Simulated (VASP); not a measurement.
# Zn (Fm-3m) in VASP: notebook

The runs below take Zn through single point, with PBE.

Program: VASP 6.6.1. These are calculated values, not measurements. Logs are shortened: lines on timing, memory, paths and dates and some standing lists are left out, and cuts for length are marked.

## (1) The cell of the first run

The structure is cubic, space group Fm-3m (No. 225). Conventional cell: a = 3.848 Å, b = 3.848 Å, c = 3.848 Å, α = 90.00°, β = 90.00°, γ = 90.00°. Within 3.6 Å of Zn (site symmetry m-3m) lie 12 Zn at 2.72 Å.

## (2) Single point, PBE

Contents of INCAR:

```
SYSTEM = Zn
  PREC = Accurate
  ENCUT = 520
  EDIFF = 1E-6
  ISMEAR = -1
  SIGMA = 0.06122561905347299
  LREAL = .False.
  LASPH = .True.
  NELM = 80
  ALGO = Normal
  ISIF = 2
  LWAVE = .False.
  LCHARG = .False.
  GGA = PE
  NBANDS = 12
```

Contents of KPOINTS:

```
Automatic mesh
0
Gamma
  24 24 24
  0 0 0
```

Contents of POSCAR:

```
Zn
1.0
    0.0000000000      1.9239579044      1.9239579044
    1.9239579044      0.0000000000      1.9239579044
    1.9239579044      1.9239579044      0.0000000000
Zn
1
Direct
    0.0000000000      0.0000000000      0.0000000000
```

Potentials or basis: VASP PAW PBE potentials, release 64 (Zn).

On the command line:

```sh
cat potpaw_PBE.64/Zn/POTCAR > POTCAR
mpirun -np 1 vasp_std > vasp.out
```

OUTCAR:

```text
SYSTEM = Zn
   PREC = Accurate
   ENCUT = 520
   EDIFF = 1E-6
   ISMEAR = -1
   LREAL = .False.
   LASPH = .True.
   NELM = 80
   ISIF = 2
   GGA = PE

 ion  position               nearest neighbor table
   1  0.000  0.000  0.000-

  LATTYP: Found a face centered cubic cell.
 ALAT       =     3.8479158088

  Lattice vectors:

 A1 = (   0.0000000000,   1.9239579044,   1.9239579044)
 A2 = (   1.9239579044,   0.0000000000,   1.9239579044)
 A3 = (   1.9239579044,   1.9239579044,   0.0000000000)

Analysis of symmetry for initial positions (statically):
=====================================================================
 Subroutine PRICEL returns:
 Original cell was already a primitive cell.

 Routine SETGRP: Setting up the symmetry group for a
 face centered cubic supercell.

 Subroutine GETGRP returns: Found 48 space group operations
 (whereof 48 operations were pure point group operations)
 out of a pool of 48 trial point group operations.

The static configuration has the point symmetry O_h .

Analysis of symmetry for dynamics (positions and initial velocities):
=====================================================================
 Subroutine PRICEL returns:
 Original cell was already a primitive cell.

 Routine SETGRP: Setting up the symmetry group for a
 face centered cubic supercell.

 Subroutine GETGRP returns: Found 48 space group operations
 (whereof 48 operations were pure point group operations)
 out of a pool of 48 trial point group operations.

The dynamic configuration has the point symmetry O_h .

 Subroutine INISYM returns: Found 48 space group operations
 (whereof 48 operations are pure point group operations),
 and found     1 'primitive' translations

----------------------------------------------------------------------------------------

                                     Primitive cell

  volume of cell :      14.2435

  direct lattice vectors                    reciprocal lattice vectors
     0.000000000  1.923957904  1.923957904    -0.259880946  0.259880946  0.259880946
     1.923957904  0.000000000  1.923957904     0.259880946 -0.259880946  0.259880946
     1.923957904  1.923957904  0.000000000     0.259880946  0.259880946 -0.259880946

  length of vectors
     2.720887362  2.720887362  2.720887362     0.450127002  0.450127002  0.450127002

  position of ions in fractional coordinates (direct lattice)
     0.000000000  0.000000000  0.000000000
[... 81 lines left out ...]
   NFREE  =      0    steps in history (QN), initial steepest desc. (CG)
   ISIF   =      2    stress and relaxation
   ISYM   =      2    0-nonsym 1-usesym 2-fastsym
   POTIM  = 0.5000    time-step for ionic-motion
   TEBEG  =    0.0;   TEEND  =   0.0 temperature during run
   PSTRESS=    0.0 pullay stress
   NELECT =      12.0000    total number of electrons
   NUPDOWN=      -1.0000    fix difference up-down
   EMIN   =  10.00;   EMAX   =-10.00  energy-range for DOS
   EFERMI =   0.00;   METHOD = LEGACY
   ISMEAR =    -1;   SIGMA  =   0.06  broadening in eV -4-tet -1-fermi 0-gaus
   EFERMI_NEDOS =   21; number of points for ismear=-14 and -15
   IALGO  =     38    algorithm
   IMIX   =      4    mixing-type and parameters
     AMIX     =   0.40;   BMIX     =  1.00
     AMIX_MAG =   1.60;   BMIX_MAG =  1.00
  volume/ion in A,a.u.               =      14.24        96.12
  Fermi-wavevector in a.u.,A,eV,Ry     =   1.546191  2.921876 32.527519  2.390705
  Thomas-Fermi vector in A             =   2.651462
   LORBIT       =      0    0 simple, 1 ext, 2 COOP (PROOUT), +10 PAW based schemes
   GGA     = PE    functional components
   LHFCALC =     F    Hartree Fock is set to
   AEXX    =    0.0000 exact exchange contribution
   IVDW    =     0    specifies the selected vdW correction
   LEPSILON=     F    determine dielectric tensor
   LRPA    =     F    only Hartree local field effects (RPA)
 non-spin polarized calculation
  energy-cutoff  :      520.00
  volume of cell :       14.24
 maximum number of plane-waves:       392
   NGX = 11   NGY = 11   NGZ = 11

 number of electron      12.0000007 magnetization

 Free energy of the ion-electron system (eV)
  ---------------------------------------------------
  ext. energy  EPLUGINS =         0.00000000
  ---------------------------------------------------
  free energy    TOTEN  =        -1.07191983 eV

  energy without entropy =       -1.06838064  energy(sigma->0) =       -1.07015023

 E-fermi :   3.5299     XC(G=0): -11.9110

 val. band max:        3.5247548006   @ k =  -0.3750   0.3750   0.0833
 cond. band min:       3.5852475111   @ k =  -0.4583   0.2083   0.0000
 fundamental gap:      0.0604927106
 Fermi energy:         3.5298890657

 k-point     1 :       0.0000    0.0000    0.0000
  band No.  band energies     occupation
      1      -7.3239      2.00000
      2      -4.2494      2.00000
      3      -4.2494      2.00000
      4      -4.2494      2.00000
      5      -3.8219      2.00000
      6      -3.8219      2.00000
      7      22.7108      0.00000
      8      22.7108      0.00000
      9      22.7108      0.00000
     10      22.9167      0.00000
     11      25.4024      0.00000
     12      25.4024      0.00000
[... 331 lines left out ...]
 k-point    24 :       0.4583    0.0417    0.0000
  band No.  band energies     occupation
      1      -5.0715      2.00000
      2      -4.2577      2.00000
      3      -4.2358      2.00000
      4      -3.5703      2.00000
      5      -3.5114      2.00000
      6      -0.5259      2.00000
      7       3.4759      1.41423
      8      18.9497      0.00000
      9      19.2932      0.00000
     10      20.7675      0.00000
     11      24.0387      0.00000
     12      24.1580      0.00000

 [... further k-points ...]

------------------------ aborting loop because EDIFF is reached ----------------------------------------

  FORCE on cell =-STRESS in cart. coord.  units (eV):
  Direction    XX          YY          ZZ          XY          YZ          ZX
  --------------------------------------------------------------------------------------
  -------------------------------------------------------------------------------------
  Total        0.4947787      0.4947787      0.4947787      0.0000000     -0.0000000      0.0000000
  in kB       55.6550914     55.6550914     55.6550914      0.0000000     -0.0000000      0.0000000
  external PRESSURE =      55.6550914 kB  Pullay stress =       0.0000000 kB

 VOLUME and BASIS-vectors are now :
 -----------------------------------------------------------------------------
  energy-cutoff  :      520.00
  volume of cell :       14.24
      direct lattice vectors                 reciprocal lattice vectors
     0.000000000  1.923957904  1.923957904    -0.259880946  0.259880946  0.259880946
     1.923957904  0.000000000  1.923957904     0.259880946 -0.259880946  0.259880946
     1.923957904  1.923957904  0.000000000     0.259880946  0.259880946 -0.259880946

 POSITION                                       TOTAL-FORCE (eV/Angst)
 -----------------------------------------------------------------------------------
      0.00000      0.00000      0.00000         0.000000      0.000000      0.000000
 -----------------------------------------------------------------------------------
    total drift:                                0.000000      0.000000      0.000000

  FREE ENERGIE OF THE ION-ELECTRON SYSTEM (eV)
  ---------------------------------------------------
  free  energy   TOTEN  =        -1.0719198263 eV

  energy  without entropy=       -1.0683806388  energy(sigma->0) =       -1.07015023
```

Run time: 21 s. Hardware: 1 thread of Intel Xeon 6975P-C (Granite Rapids), shared host; peak memory 0.17 GiB.

Results:

| Property | Result |
| --- | --- |
| Free energy | -1.0719 eV |
| Pressure | 5.6 GPa |
| Band gap on the k mesh | zero (band 6 reaches 5.84 eV, above the bottom of band 7 at 2.27 eV) |

## (3) Single point, PBE

This run uses another cell than the first one, of 14.55 Å³/atom, 1.021 times its volume.

Contents of INCAR:

```
ALGO     = Normal         # electronic algorithm
EDIFF    = 1E-6           # SCF threshold, eV
ENCUT    = 520            # plane-wave cutoff, eV
GGA      = PE             # functional
ISIF     = 2              # what is computed and relaxed
ISMEAR   = -1             # smearing method
LASPH    = True           # aspherical terms in the spheres
LCHARG   = False          # write CHGCAR
LREAL    = False          # projectors in reciprocal space
LWAVE    = False          # write WAVECAR
NBANDS   = 12             # bands
NELM     = 100            # most SCF steps
PREC     = Accurate       # precision mode
SIGMA    = 0.06122561905347299 # smearing width, eV
```

Contents of KPOINTS:

```
k-points
0
Gamma
  24 24 24
```

Contents of POSCAR:

```
Zn
1.0
    0.0000000000      1.9375073501      1.9375073501
    1.9375073501      0.0000000000      1.9375073501
    1.9375073501      1.9375073501      0.0000000000
Zn
1
Direct
    0.0000000000      0.0000000000      0.0000000000
```

Potentials or basis: VASP PAW PBE potentials, release 64 (Zn).

On the command line:

```sh
cat potpaw_PBE.64/Zn/POTCAR > POTCAR
mpirun -np 1 vasp_std > vasp.out
```

OUTCAR:

```text
EDIFF = 1E-6
   ENCUT = 520
   GGA = PE
   ISIF = 2
   ISMEAR = -1
   LASPH = True
   LREAL = False
   NELM = 100
   PREC = Accurate

 ion  position               nearest neighbor table
   1  0.000  0.000  0.000-

  LATTYP: Found a face centered cubic cell.
 ALAT       =     3.8750147002

  Lattice vectors:

 A1 = (   0.0000000000,   1.9375073501,   1.9375073501)
 A2 = (   1.9375073501,   0.0000000000,   1.9375073501)
 A3 = (   1.9375073501,   1.9375073501,   0.0000000000)

[... 535 lines left out ...]
     11      23.6261      0.00000
     12      23.7699      0.00000

 [... further k-points ...]

------------------------ aborting loop because EDIFF is reached ----------------------------------------

  FORCE on cell =-STRESS in cart. coord.  units (eV):
  Direction    XX          YY          ZZ          XY          YZ          ZX
  --------------------------------------------------------------------------------------
  -------------------------------------------------------------------------------------
  Total        0.3310858      0.3310858      0.3310858      0.0000000      0.0000000     -0.0000000
  in kB       36.4662416     36.4662416     36.4662416      0.0000000      0.0000000     -0.0000000
  external PRESSURE =      36.4662416 kB  Pullay stress =       0.0000000 kB

 VOLUME and BASIS-vectors are now :
 -----------------------------------------------------------------------------
  energy-cutoff  :      520.00
  volume of cell :       14.55
      direct lattice vectors                 reciprocal lattice vectors
     0.000000000  1.937507350  1.937507350    -0.258063537  0.258063537  0.258063537
     1.937507350  0.000000000  1.937507350     0.258063537 -0.258063537  0.258063537
     1.937507350  1.937507350  0.000000000     0.258063537  0.258063537 -0.258063537

 POSITION                                       TOTAL-FORCE (eV/Angst)
 -----------------------------------------------------------------------------------
      0.00000      0.00000      0.00000         0.000000      0.000000      0.000000
 -----------------------------------------------------------------------------------
    total drift:                                0.000000     -0.000000      0.000000

  FREE ENERGIE OF THE ION-ELECTRON SYSTEM (eV)
  ---------------------------------------------------
  free  energy   TOTEN  =        -1.0804150651 eV

  energy  without entropy=       -1.0768262824  energy(sigma->0) =       -1.07862067
```

stdout:

```text
POSCAR found type information on POSCAR Zn
 POSCAR found :  1 types and       1 ions
 scaLAPACK will be used
 LDA part: xc-table for (Slater+PW92), standard interpolation
 POSCAR, INCAR and KPOINTS ok, starting setup
 FFT: planning ... GRIDC
 FFT: planning ... GRID_SOFT
 FFT: planning ... GRID
 WAVECAR not read
 entering main loop
```

It took 20 s on 1 thread of Intel Xeon 6975P-C (Granite Rapids), shared host; peak memory 0.17 GiB.

What came out:

```
Free energy            : -1.0804 eV
Pressure               : 3.6 GPa
Band gap on the k mesh : zero (band 6 reaches 5.67 eV, above the bottom of band 7 at 2.08 eV)
```
